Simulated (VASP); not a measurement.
# Sn4SeS3 (P1) in VASP: single point with PBE

Aim: the single point of Sn4SeS3 with PBE.

Program: VASP 6.6.1. These are calculated values, not measurements. Logs are shortened: lines on timing, memory, paths and dates and some standing lists are left out, and cuts for length are marked.

**1. The cell of the first run**

The typed cell holds 8 atoms: a = 5.983 Å, b = 6.000 Å, c = 6.282 Å, α = 103.85°, β = 103.64°, γ = 91.11°.

**2. Single point, PBE**

Contents of INCAR:

```
SYSTEM = Sn4SeS3
ALGO = Normal
EDIFF = 1E-6
ENCUT = 520
GGA = PE
ISIF = 2
ISMEAR = 0
LASPH = .True.
LCHARG = .True.
LELF = .True.
LREAL = .False.
LVHAR = .True.
LWAVE = .False.
NBANDS = 50
NELM = 100
PREC = Accurate
SIGMA = 0.1
```

Contents of KPOINTS:

```
k-points
0
Gamma
  4 4 4
  0 0 0
```

Contents of POSCAR:

```
Sn4SeS3
1.0
    5.9831650735      0.0000000000      0.0000000000
   -0.1161772545      5.9985897277      0.0000000000
   -1.4819009294     -1.5323014186      5.9093190087
Sn Se S
4 1 3
Direct
    0.2103850198      0.2208561295      0.5055630381
    0.6631415848      0.7147205833      0.4912537585
    0.5605789611      0.0872366738      0.0112528335
    0.0376292621      0.5657147161      0.0013757768
    0.0646226313      0.0557387209      0.0468513516
    0.6003505518      0.5492702332      0.0523808679
    0.6591630692      0.1538934837      0.4489296228
    0.2041289199      0.6525694596      0.4423927509
```

Potentials or basis: VASP PAW PBE potentials, release 64 (Sn_d, Se, S).

The run is started by

```console
cat potpaw_PBE.64/Sn_d/POTCAR potpaw_PBE.64/Se/POTCAR potpaw_PBE.64/S/POTCAR > POTCAR
mpirun -np 1 vasp_std > vasp.out
```

OUTCAR:

```text
SYSTEM = Sn4SeS3
   EDIFF = 1E-6
   ENCUT = 520
   GGA = PE
   ISIF = 2
   ISMEAR = 0
   LASPH = .True.
   LREAL = .False.
   NELM = 100
   PREC = Accurate

 ion  position               nearest neighbor table
   1  0.210  0.221  0.506-   8 2.71   5 2.73   7 2.81   7 3.24   3 3.64   4 3.68
   2  0.663  0.715  0.491-   6 2.63   8 2.70   7 2.71   3 3.68
   3  0.561  0.087  0.011-   7 2.60   6 2.72   5 2.98   5 3.03   1 3.64   2 3.68
   4  0.038  0.566  0.001-   8 2.63   6 2.71   5 2.88   5 3.14   1 3.68
   5  0.065  0.056  0.047-   1 2.73   4 2.88   3 2.98   3 3.03   4 3.14
   6  0.600  0.549  0.052-   2 2.63   4 2.71   3 2.72
   7  0.659  0.154  0.449-   3 2.60   2 2.71   1 2.81   1 3.24
   8  0.204  0.653  0.442-   4 2.63   2 2.70   1 2.71

  LATTYP: Found a triclinic cell.
 ALAT       =     7.5777065322
 B/A-ratio  =     0.7917586441
 C/A-ratio  =     0.7895746619
 COS(alpha) =     0.0193637967
 COS(beta)  =     0.2108920657
 COS(gamma) =     0.5933715881

  Lattice vectors:

 A1 = (  -1.5980781839,   4.4662883091,   5.9093190087)
 A2 = (  -0.1161772545,   5.9985897277,   0.0000000000)
 A3 = (  -5.9831650735,   0.0000000000,   0.0000000000)

Analysis of symmetry for initial positions (statically):
=====================================================================
 Subroutine PRICEL returns:
 Original cell was already a primitive cell.

 Routine SETGRP: Setting up the symmetry group for a
 triclinic supercell.

 Subroutine GETGRP returns: Found  1 space group operations
 (whereof  1 operations were pure point group operations)
 out of a pool of  2 trial point group operations.

The static configuration has the point symmetry C_1 .

Analysis of symmetry for dynamics (positions and initial velocities):
=====================================================================
 Subroutine PRICEL returns:
 Original cell was already a primitive cell.

 Routine SETGRP: Setting up the symmetry group for a
 triclinic supercell.

 Subroutine GETGRP returns: Found  1 space group operations
 (whereof  1 operations were pure point group operations)
 out of a pool of  2 trial point group operations.

The dynamic configuration has the point symmetry C_1 .

 Subroutine INISYM returns: Found  1 space group operations
 (whereof  1 operations are pure point group operations),
 and found     1 'primitive' translations

[... 112 lines left out ...]
   ISIF   =      2    stress and relaxation
   ISYM   =      2    0-nonsym 1-usesym 2-fastsym
   POTIM  = 0.5000    time-step for ionic-motion
   TEBEG  =    0.0;   TEEND  =   0.0 temperature during run
   PSTRESS=    0.0 pullay stress
   NELECT =      80.0000    total number of electrons
   NUPDOWN=      -1.0000    fix difference up-down
   EMIN   =  10.00;   EMAX   =-10.00  energy-range for DOS
   EFERMI =   0.00;   METHOD = LEGACY
   ISMEAR =     0;   SIGMA  =   0.10  broadening in eV -4-tet -1-fermi 0-gaus
   EFERMI_NEDOS =   21; number of points for ismear=-14 and -15
   IALGO  =     38    algorithm
   IMIX   =      4    mixing-type and parameters
     AMIX     =   0.40;   BMIX     =  1.00
     AMIX_MAG =   1.60;   BMIX_MAG =  1.00
  volume/ion in A,a.u.               =      26.51       178.91
  Fermi-wavevector in a.u.,A,eV,Ry     =   1.182857  2.235276 19.036606  1.399151
  Thomas-Fermi vector in A             =   2.319103
   LORBIT       =      0    0 simple, 1 ext, 2 COOP (PROOUT), +10 PAW based schemes
   GGA     = PE    functional components
   LHFCALC =     F    Hartree Fock is set to
   AEXX    =    0.0000 exact exchange contribution
   IVDW    =     0    specifies the selected vdW correction
   LEPSILON=     F    determine dielectric tensor
   LRPA    =     F    only Hartree local field effects (RPA)
 non-spin polarized calculation
 Gauss-broadening in eV      SIGMA  =   0.10
  energy-cutoff  :      520.00
  volume of cell :      212.09
 maximum number of plane-waves:      5746
 NGX is ok and might be reduce to    48
   NGX = 23   NGY = 23   NGZ = 23

 number of electron      80.0000000 magnetization

 Free energy of the ion-electron system (eV)
  ---------------------------------------------------
  ext. energy  EPLUGINS =         0.00000000
  ---------------------------------------------------
  free energy    TOTEN  =       -34.72455118 eV

  energy without entropy =      -34.72455118  energy(sigma->0) =      -34.72455118

 E-fermi :   5.4214     XC(G=0):  -9.4736

 val. band max:        5.0037017857   @ k =   0.5000   0.5000   0.5000
 cond. band min:       5.8973683012   @ k =   0.0000   0.0000   0.5000
 fundamental gap:      0.8936665155
 Fermi energy:         5.4214265030

 k-point     1 :       0.0000    0.0000    0.0000
  band No.  band energies     occupation
      1     -16.0309      2.00000
      2     -16.0267      2.00000
      3     -16.0162      2.00000
      4     -16.0130      2.00000
      5     -15.9960      2.00000
      6     -15.9945      2.00000
[... 1261 lines left out ...]
     49       9.5318      0.00000
     50       9.9515      0.00000

 [... further k-points ...]

------------------------ aborting loop because EDIFF is reached ----------------------------------------

  FORCE on cell =-STRESS in cart. coord.  units (eV):
  Direction    XX          YY          ZZ          XY          YZ          ZX
  --------------------------------------------------------------------------------------
  -------------------------------------------------------------------------------------
  Total       -0.0360082     -0.0519968     -0.0493800      0.0406498      0.0009315      0.0075281
  in kB       -0.2720160     -0.3927984     -0.3730305      0.3070801      0.0070369      0.0568694
  external PRESSURE =      -0.3459483 kB  Pullay stress =       0.0000000 kB

 VOLUME and BASIS-vectors are now :
 -----------------------------------------------------------------------------
  energy-cutoff  :      520.00
  volume of cell :      212.09
      direct lattice vectors                 reciprocal lattice vectors
     5.983165074  0.000000000  0.000000000     0.167135619  0.003236987  0.042752552
    -0.116177254  5.998589728  0.000000000     0.000000000  0.166705850  0.043227250
    -1.481900929 -1.532301419  5.909319009     0.000000000  0.000000000  0.169224237

 POSITION                                       TOTAL-FORCE (eV/Angst)
 -----------------------------------------------------------------------------------
      0.48392      0.55015      2.98753        -0.001493     -0.005369      0.004816
      3.15666      3.53457      2.90298         0.000025     -0.005241      0.001793
      3.32723      0.50605      0.06650         0.009544      0.004600      0.003151
      0.15738      3.39138      0.00813        -0.003847      0.001585     -0.000080
      0.31074      0.26256      0.27686        -0.002536     -0.004349     -0.007234
      3.45056      3.21458      0.30954         0.001064      0.002103     -0.004019
      3.26073      0.23525      2.65287        -0.002806      0.002441      0.001383
      0.48994      3.23662      2.61424         0.000051      0.004230      0.000191
 -----------------------------------------------------------------------------------
    total drift:                               -0.000280      0.000376      0.000141

  FREE ENERGIE OF THE ION-ELECTRON SYSTEM (eV)
  ---------------------------------------------------
  free  energy   TOTEN  =       -34.7245511805 eV

  energy  without entropy=      -34.7245511804  energy(sigma->0) =      -34.72455118
```

OSZICAR:

```text
N       E                     dE             d eps       ncg     rms          rms(c)
DAV:   1     0.874286244922E+03    0.87429E+03   -0.36686E+04  3840   0.207E+03
DAV:   2     0.120951654209E+03   -0.75333E+03   -0.72877E+03  3600   0.596E+02
DAV:   3    -0.250526403492E+02   -0.14600E+03   -0.13904E+03  4322   0.205E+02
DAV:   4    -0.356220187844E+02   -0.10569E+02   -0.10396E+02  4294   0.558E+01
DAV:   5    -0.360175351133E+02   -0.39552E+00   -0.39429E+00  4480   0.114E+01    0.100E+01
DAV:   6    -0.347036161971E+02    0.13139E+01   -0.25602E+00  4986   0.778E+00    0.661E+00
DAV:   7    -0.347251602026E+02   -0.21544E-01   -0.88486E-01  4692   0.318E+00    0.334E+00
DAV:   8    -0.347261535521E+02   -0.99335E-03   -0.82857E-02  4926   0.191E+00    0.401E-01
DAV:   9    -0.347239123920E+02    0.22412E-02   -0.17791E-02  4582   0.874E-01    0.201E-01
DAV:  10    -0.347243662004E+02   -0.45381E-03   -0.29860E-03  4862   0.262E-01    0.132E-01
DAV:  11    -0.347245402237E+02   -0.17402E-03   -0.45510E-04  4604   0.153E-01    0.401E-02
DAV:  12    -0.347245471144E+02   -0.68907E-05   -0.75476E-05  4328   0.698E-02    0.124E-02
DAV:  13    -0.347245508569E+02   -0.37425E-05   -0.11538E-05  3680   0.200E-02    0.471E-03
DAV:  14    -0.347245511805E+02   -0.32355E-06   -0.17441E-06  2736   0.107E-02
   1 F= -.34724551E+02 E0= -.34724551E+02  d E =-.320699E-10
```

Run time: 13 min. Hardware: 1 thread of Oxide Virtual Turin-like, shared host; peak memory 0.47 GiB.

Results:

| Quantity | Value |
| --- | --- |
| Free energy | -34.7246 eV |
| Pressure | 0.0 GPa |
| Largest force | 0.011 eV/Å |
| Band gap on the k mesh | 0.89 eV (least direct gap 1.13 eV) |

Forces in eV/Å, atoms in the order of the input:
```
Sn  -0.001 -0.005  0.005
Sn   0.000 -0.005  0.002
Sn   0.010  0.005  0.003
Sn  -0.004  0.002  0.000
Se  -0.003 -0.004 -0.007
S    0.001  0.002 -0.004
S   -0.003  0.002  0.001
S    0.000  0.004  0.000
```

Caveat: spin-orbit coupling is left out, which moves the levels of the heavy elements. A k mesh can miss the band edges.
